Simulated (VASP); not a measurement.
# Ga3Sb (I4/mmm) in VASP: settings compared

Aim: see how the results for Ga3Sb move with the level of theory and the settings. Levels: PBEsol, LDA. Tasks: single point.

Program: VASP 6.6.1. These are calculated values, not measurements. Logs are shortened: lines on timing, memory, paths and dates and some standing lists are left out, and cuts for length are marked.

**1. The cell of the first run**

It takes space group I4/mmm (No. 139, tetragonal). The conventional cell has a = 4.318 Å, b = 4.318 Å, c = 9.521 Å, α = 90.00°, β = 90.00°, γ = 90.00°. Within 4.0 Å of Sb (site symmetry 4/mmm) lie 12 Ga at 3.05 to 3.21 Å. Within 4.0 Å of Ga (site symmetry 4/mmm) lie 4 Sb at 3.05 Å and 8 Ga at 3.21 Å. Ga (site symmetry -4m2) has 8 Ga at 3.05 to 3.21 Å and 4 Sb at 3.21 Å within 4.0 Å.

**2. Single point, PBEsol**

Contents of INCAR:

```
PREC = Accurate ; ENCUT = 520
EDIFF = 1E-7 ; ISMEAR = -1
SIGMA = 0.05 ; LREAL = False
LASPH = True ; NELM = 80
ALGO = Fast ; ISIF = 2
LWAVE = False ; LCHARG = True
GGA = PS ; LELF = True
LVHAR = True ; NBANDS = 30
```

Contents of KPOINTS:

```
Automatic mesh
0
Gamma
  9 9 9
```

Contents of POSCAR:

```
Ga3Sb
1.0
   -2.1587990000      2.1587990000      4.7604840000
    2.1587990000     -2.1587990000      4.7604840000
    2.1587990000      2.1587990000     -4.7604840000
Sb Ga
1 3
Direct
    0.0000000000      0.0000000000      0.0000000000
    0.5000000000      0.5000000000      0.0000000000
    0.2500000000      0.7500000000      0.5000000000
    0.7500000000      0.2500000000      0.5000000000
```

Potentials or basis: VASP PAW PBE potentials, release 64 (Sb, Ga_d).

Run with:

```bash
> cat potpaw_PBE.64/Sb/POTCAR potpaw_PBE.64/Ga_d/POTCAR > POTCAR
> mpirun -np 1 vasp_std > vasp.out
```

OUTCAR:

```text
PREC = Accurate
   ENCUT = 520
   EDIFF = 1E-7
   ISMEAR = -1
   LREAL = False
   LASPH = True
   NELM = 80
   ISIF = 2
   GGA = PS

 ion  position               nearest neighbor table
   1  0.000  0.000  0.000-   2 3.05   2 3.05   2 3.05   2 3.05   4 3.21   3 3.21   4 3.21   3 3.21
                             4 3.21   4 3.21   3 3.21   3 3.21
   2  0.500  0.500  0.000-   1 3.05   1 3.05   1 3.05   1 3.05
   3  0.250  0.750  0.500-   1 3.21   1 3.21   1 3.21   1 3.21
   4  0.750  0.250  0.500-   1 3.21   1 3.21   1 3.21   1 3.21

  LATTYP: Found a body centered tetragonal cell.
 ALAT       =     4.3175980000
 C/A-ratio  =     2.2051538842

  Lattice vectors:

 A1 = (  -2.1587990000,   2.1587990000,   4.7604840000)
 A2 = (   2.1587990000,  -2.1587990000,   4.7604840000)
 A3 = (   2.1587990000,   2.1587990000,  -4.7604840000)

Analysis of symmetry for initial positions (statically):
=====================================================================
 Subroutine PRICEL returns:
 Original cell was already a primitive cell.

 Routine SETGRP: Setting up the symmetry group for a
 body centered tetragonal supercell.

 Subroutine GETGRP returns: Found 16 space group operations
 (whereof 16 operations were pure point group operations)
 out of a pool of 16 trial point group operations.

The static configuration has the point symmetry D_4h.

Analysis of symmetry for dynamics (positions and initial velocities):
=====================================================================
 Subroutine PRICEL returns:
 Original cell was already a primitive cell.

 Routine SETGRP: Setting up the symmetry group for a
 body centered tetragonal supercell.

 Subroutine GETGRP returns: Found 16 space group operations
 (whereof 16 operations were pure point group operations)
 out of a pool of 16 trial point group operations.

The dynamic configuration has the point symmetry D_4h.

 Subroutine INISYM returns: Found 16 space group operations
 (whereof 16 operations are pure point group operations),
 and found     1 'primitive' translations

----------------------------------------------------------------------------------------

                                     Primitive cell

  volume of cell :      88.7433

  direct lattice vectors                    reciprocal lattice vectors
[... 83 lines left out ...]
   ISTART =      0    job   : 0-new  1-cont  2-samecut
   ICHARG =      2    charge: 1-file 2-atom 10-const
   ISPIN  =      1    spin polarized calculation?
   LNONCOLLINEAR =      F non collinear calculations
   LSORBIT =      F    spin-orbit coupling
   LASPH  =      T    aspherical Exc in radial PAW
   ENCUT  =  520.0 eV  38.22 Ry    6.18 a.u.  10.52 10.52 10.52*2*pi/ulx,y,z
   NELM   =     80;   NELMIN=  2; NELMDL= -5     # of ELM steps
   EDIFF  = 0.1E-06   stopping-criterion for ELM
   LREAL  =      F    real-space projection
   EDIFFG = 0.1E-05   stopping-criterion for IOM
   NSW    =      0    number of steps for IOM
   IBRION =     -1    ionic relax: 0-MD 1-quasi-New 2-CG
   NFREE  =      0    steps in history (QN), initial steepest desc. (CG)
   ISIF   =      2    stress and relaxation
   ISYM   =      2    0-nonsym 1-usesym 2-fastsym
   POTIM  = 0.5000    time-step for ionic-motion
   TEBEG  =    0.0;   TEEND  =   0.0 temperature during run
   PSTRESS=    0.0 pullay stress
   NELECT =      44.0000    total number of electrons
   NUPDOWN=      -1.0000    fix difference up-down
   EMIN   =  10.00;   EMAX   =-10.00  energy-range for DOS
   EFERMI =   0.00;   METHOD = LEGACY
   ISMEAR =    -1;   SIGMA  =   0.05  broadening in eV -4-tet -1-fermi 0-gaus
   EFERMI_NEDOS =   21; number of points for ismear=-14 and -15
   IALGO  =     68    algorithm
   IMIX   =      4    mixing-type and parameters
     AMIX     =   0.40;   BMIX     =  1.00
     AMIX_MAG =   1.60;   BMIX_MAG =  1.00
  volume/ion in A,a.u.               =      22.19       149.72
  Fermi-wavevector in a.u.,A,eV,Ry     =   1.295728  2.448571 22.842976  1.678911
  Thomas-Fermi vector in A             =   2.427229
   LORBIT       =      0    0 simple, 1 ext, 2 COOP (PROOUT), +10 PAW based schemes
   GGA     = PS    functional components
   LHFCALC =     F    Hartree Fock is set to
   AEXX    =    0.0000 exact exchange contribution
   IVDW    =     0    specifies the selected vdW correction
   LEPSILON=     F    determine dielectric tensor
   LRPA    =     F    only Hartree local field effects (RPA)
 non-spin polarized calculation
 RMM-DIIS sequential band-by-band and
  energy-cutoff  :      520.00
  volume of cell :       88.74
 maximum number of plane-waves:      2415
 NGX is ok and might be reduce to    42
   NGX = 21   NGY = 21   NGZ = 21

 number of electron      44.0000012 magnetization

 Free energy of the ion-electron system (eV)
  ---------------------------------------------------
  ext. energy  EPLUGINS =         0.00000000
  ---------------------------------------------------
  free energy    TOTEN  =       -14.23611569 eV

  energy without entropy =      -14.21811516  energy(sigma->0) =      -14.22711543

 E-fermi :   5.7202     XC(G=0): -10.5899

 val. band max:        5.7156075265   @ k =   0.2222   0.1111   0.1111
 cond. band min:       5.7228051001   @ k =  -0.1111   0.1111   0.1111
 fundamental gap:      0.0071975735
 Fermi energy:         5.7202388930

 k-point     1 :       0.0000    0.0000    0.0000
  band No.  band energies     occupation
      1      -9.0999      2.00000
      2      -9.0553      2.00000
      3      -9.0374      2.00000
      4      -9.0038      2.00000
      5      -9.0038      2.00000
      6      -8.9971      2.00000
[... 781 lines left out ...]
     29      13.5219      0.00000
     30      13.8785      0.00000

 [... further k-points ...]
[... 5 lines left out ...]
  --------------------------------------------------------------------------------------
  -------------------------------------------------------------------------------------
  Total       -2.1307903     -2.1307903     -1.6596674      0.0000000      0.0000000      0.0000000
  in kB      -38.4694323    -38.4694323    -29.9637477      0.0000000      0.0000000      0.0000000
  external PRESSURE =     -35.6342041 kB  Pullay stress =       0.0000000 kB

 VOLUME and BASIS-vectors are now :
 -----------------------------------------------------------------------------
  energy-cutoff  :      520.00
  volume of cell :       88.74
      direct lattice vectors                 reciprocal lattice vectors
    -2.158799000  2.158799000  4.760484000     0.000000000  0.231610261  0.105031337
     2.158799000 -2.158799000  4.760484000     0.231610261  0.000000000  0.105031337
     2.158799000  2.158799000 -4.760484000     0.231610261  0.231610261  0.000000000

 POSITION                                       TOTAL-FORCE (eV/Angst)
 -----------------------------------------------------------------------------------
      0.00000      0.00000      0.00000         0.000000      0.000000      0.000000
      0.00000      0.00000      4.76048         0.000000      0.000000      0.000000
      2.15880      0.00000      2.38024         0.000000     -0.000000      0.000000
      0.00000      2.15880      2.38024        -0.000000     -0.000000     -0.000000
 -----------------------------------------------------------------------------------
    total drift:                               -0.000000      0.000000      0.000000

  FREE ENERGIE OF THE ION-ELECTRON SYSTEM (eV)
  ---------------------------------------------------
  free  energy   TOTEN  =       -14.2361156911 eV

  energy  without entropy=      -14.2181151603  energy(sigma->0) =      -14.22711543
```

OSZICAR:

```text
N       E                     dE             d eps       ncg     rms          rms(c)
DAV:   1     0.294735273248E+03    0.29474E+03   -0.20694E+04  4606   0.234E+03
DAV:   2     0.218464957804E+02   -0.27289E+03   -0.26582E+03  4680   0.501E+02
DAV:   3    -0.131226976305E+02   -0.34969E+02   -0.34278E+02  5100   0.136E+02
DAV:   4    -0.142971376381E+02   -0.11744E+01   -0.11623E+01  5408   0.263E+01
DAV:   5    -0.143270364857E+02   -0.29899E-01   -0.29889E-01  5710   0.425E+00    0.243E+00
RMM:   6    -0.142537323791E+02    0.73304E-01   -0.15416E-01  5887   0.386E+00    0.133E+00
RMM:   7    -0.142373660361E+02    0.16366E-01   -0.57522E-02  6073   0.175E+00    0.221E-01
RMM:   8    -0.142360924642E+02    0.12736E-02   -0.55471E-03  6322   0.685E-01    0.719E-02
RMM:   9    -0.142361096931E+02   -0.17229E-04   -0.93086E-04  7185   0.268E-01    0.610E-02
RMM:  10    -0.142361164940E+02   -0.68009E-05   -0.18891E-04  7452   0.103E-01    0.139E-02
RMM:  11    -0.142361144837E+02    0.20103E-05   -0.43515E-05  6596   0.659E-02    0.286E-03
RMM:  12    -0.142361155731E+02   -0.10894E-05   -0.13406E-05  7685   0.252E-02    0.170E-03
RMM:  13    -0.142361156790E+02   -0.10588E-06   -0.13371E-06  6013   0.831E-03    0.223E-03
RMM:  14    -0.142361156911E+02   -0.12190E-07   -0.33167E-07  4031   0.458E-03
   1 F= -.14236116E+02 E0= -.14227115E+02  d E =-.180005E-01
```

stdout:

```text
POSCAR found type information on POSCAR SbGa
 POSCAR found :  2 types and       4 ions
 scaLAPACK will be used
 -----------------------------------------------------------------------------
|                                                                             |
|                                                                             |
|     You enforced a specific xc type in the INCAR file but a different       |
|     I HOPE YOU KNOW WHAT YOU ARE DOING!                                     |
|                                                                             |
 -----------------------------------------------------------------------------

 LDA part: xc-table for (Slater+PW92), standard interpolation
 POSCAR, INCAR and KPOINTS ok, starting setup
 FFT: planning ... GRIDC
 FFT: planning ... GRID_SOFT
 FFT: planning ... GRID
 WAVECAR not read
 entering main loop
WARNING in EDDRMM: call to ZHEGV failed, returncode =   8  4     28
```

Wall time 7.6 min (1 thread of AMD EPYC 7R43 (Zen 3), shared host); peak memory 0.34 GiB.

Results:

- Free energy: -14.2361 eV
- Pressure: -3.6 GPa
- Band gap on the k mesh: zero (band 22 reaches 7.58 eV, above the bottom of band 23 at 4.03 eV)

Caveat: the PAW data sets were made with another functional, which shifts forces and pressure a little; spin-orbit coupling is left out, which moves the levels of the heavy elements.

(Continued in part 2 of 3.)
